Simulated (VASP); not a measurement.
Crystal: Co.

```
CELL_PARAMETERS angstrom
2.25217 0.00000 0.00000
0.00000 2.25217 0.00000
0.00000 0.00000 2.25217
ATOMIC_POSITIONS crystal
Co 0.00000 0.00000 0.00000
```

Program: VASP 6.6.1. Alike in all runs: task single point; level r2SCAN; potentials or basis VASP PAW PBE potentials, release 64 (Co); cell as given; cutoff (eV) 520; smearing fermi-dirac 0.1 eV. Hardware: 1 thread of AMD EPYC 7R13 Processor (Zen 3), on a shared host.

Task: Order these runs on this cell by their wall time, lowest first.
A. spin non-collinear, zero start, SOC; k mesh 14 × 14 × 14
B. spin off; k mesh 23 × 23 × 23
C. spin off; k mesh 16 × 16 × 16

Result: C (72 s), B (150 s), A (360 s).
